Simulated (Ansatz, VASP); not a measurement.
**SrO: VASP beside Ansatz**

Contents of INCAR:

```
PREC     = Accurate       # precision mode
ENCUT    = 520            # plane-wave cutoff, eV
EDIFF    = 1E-7           # SCF threshold, eV
ISMEAR   = 0              # smearing method
SIGMA    = 0.05           # smearing width, eV
LREAL    = False          # projectors in reciprocal space
LASPH    = True           # aspherical terms in the spheres
NELM     = 100            # most SCF steps
ALGO     = Normal         # electronic algorithm
ISIF     = 2              # what is computed and relaxed
LWAVE    = False          # write WAVECAR
LCHARG   = False          # write CHGCAR
GGA      = PE             # functional
NBANDS   = 24             # bands
```

File KPOINTS:

```
Automatic mesh
0
Gamma
  9 9 4
```

The input POSCAR:

```
SrO
1.0
    3.5172128484      0.0000000000      0.0000000000
   -1.7586064242      3.0459956772      0.0000000000
    0.0000000000      0.0000000000      6.1383698542
Sr O
2 2
Direct
    0.3333333333      0.6666666667      0.2525973803
    0.6666666667      0.3333333333      0.7525973803
    0.0000000000      0.0000000000     -0.0142247929
    0.0000000000      0.0000000000      0.4857752071
```

Input for Ansatz:

```yaml
crystal:
  lattice:
    - [3.5172128484, 0.0, 0.0]
    - [-1.7586064242, 3.0459956772, 0.0]
    - [0.0, 0.0, 6.1383698542]
  atoms:
    - { symbol: Sr, position: [0.3333333333, 0.6666666667, 0.2525973803] }
    - { symbol: Sr, position: [0.6666666667, 0.3333333333, 0.7525973803] }
    - { symbol: O, position: [0.0, 0.0, -0.0142247929] }
    - { symbol: O, position: [0.0, 0.0, 0.4857752071] }
basis:
  ecutwfc: 520.0
kpoints:
  mp_grid: { grid: [9, 9, 4] }
hamiltonian:
  xc: pbe
scf:
  occupations: { method: gaussian, width: 0.05 }
output:
  forces: true
  stress: true
  eigenvalues: true
```

Change from the starting cell: mode 8 frozen in at -0.089 Å, equal normal strain along x, y and z -0.0167.

Alike in both runs: task single point; functional PBE; k mesh 9 × 9 × 4; occupations gaussian, width 0.05 eV; no spin polarisation.

|  | VASP | Ansatz |
| --- | --- | --- |
| version | VASP 6.6.1 | Ansatz 0.2.0 |
| potentials or method | VASP PAW PBE potentials, release 64 (Sr_sv, O), cutoff 520 eV | scalar-relativistic, plane waves, PAW |
| valence electrons in the cell | 32 | 32 |

```csv
,VASP,Ansatz,Ansatz less VASP
gap on the k mesh at the Fermi level (eV),3.19,3.23,+0.037
least direct gap on the mesh (eV),3.32,3.32,+0.003
pressure (GPa),5.6,5.0,-0.68
"traceless stress, the component that is largest in VASP (GPa)",0.44,0.46,+0.016
rms of the force components (eV/Å),0.175,0.164,-0.0107
```

Atom by atom the forces differ by 0.011 eV/Å (rms over components). With one functional, cell and mesh, what is left measures potentials, basis and numerics.
